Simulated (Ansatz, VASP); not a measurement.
## CdSe: VASP beside Ansatz

File POSCAR:

```
CdSe
1.0
    0.0000000000      3.0075950161      3.0075950161
    3.0075950161      0.0000000000      3.0075950161
    3.0075950161      3.0075950161      0.0000000000
Cd Se
1 1
Direct
    0.0000000000      0.0000000000      0.0000000000
    0.2500000000      0.2500000000      0.2500000000
```

File INCAR.step1:

```
SYSTEM = CdSe
PREC = Accurate ; ENCUT = 520
EDIFF = 1E-5 ; ISMEAR = -1
SIGMA = 0.05 ; LREAL = .FALSE.
LASPH = .TRUE. ; NELM = 60
ALGO = Normal ; ISIF = 2
LWAVE = .TRUE. ; LCHARG = .FALSE.
GGA = PE ; NBANDS = 16
```

File INCAR.step2:

```
SYSTEM = CdSe
PREC = Accurate ; ENCUT = 520
EDIFF = 1E-6 ; ISMEAR = -1
SIGMA = 0.05 ; LREAL = .FALSE.
LASPH = .TRUE. ; NELM = 60
ALGO = Normal ; ISIF = 2
LWAVE = .FALSE. ; LCHARG = .FALSE.
METAGGA = R2SCAN ; LHFCALC = .TRUE.
AEXX = 0.5 ; LMIXTAU = .TRUE.
PRECFOCK = Normal ; ISTART = 1
NBANDS = 16
```

Contents of KPOINTS:

```
regular mesh
0
G
  4 4 4
  0 0 0
```

File input.yaml:

```yaml
crystal:
  lattice:
    - [0.0, 3.0075950161, 3.0075950161]
    - [3.0075950161, 0.0, 3.0075950161]
    - [3.0075950161, 3.0075950161, 0.0]
  atoms:
    - { symbol: Cd, position: [0.0, 0.0, 0.0] }
    - { symbol: Se, position: [0.25, 0.25, 0.25] }
hamiltonian:
  xc: r2scan50
  pseudopotentials: { kind: paw }
kpoints:
  mp_grid: { grid: [4, 4, 4] }
scf:
  occupations: { method: fermi_dirac, width: 0.05 }
output:
  forces: true
  stress: true
  eigenvalues: true
  write_density: true
  write_potential: true
  elf: true
  volumetric_format: npy
```

Alike in both runs: task single point; functional r2SCAN50; k mesh 4 × 4 × 4; occupations fermi-dirac, width 0.05 eV; no spin polarisation.

```csv
,VASP,Ansatz
version,VASP 6.6.1,Ansatz 0.2.0
potentials or method,"VASP PAW PBE potentials, release 64 (Cd, Se)",Ansatz PAW
plane-wave cutoff (eV),520,500
valence electrons in the cell,18,36
```

Ansatz gave:

```
gap on the k mesh at the Fermi level (eV) : 4.08
least direct gap on the mesh (eV)         : 4.08
pressure (GPa)                            : 2.5
```

Problem. Estimate VASP's values.

Solution. gap on the k mesh at the Fermi level (eV): 4.16; least direct gap on the mesh (eV): 4.16; pressure (GPa): 2.4.

VASP's potentials were made for PBE, not for r2SCAN50. The functional is the same, so the differences come from potentials, cutoffs and numerics. VASP's potentials hold 18 valence electrons a cell and Ansatz's 36, so a difference there can come from the potentials and not from the codes.

The k mesh is coarse, so the values compare programs but aren't converged.
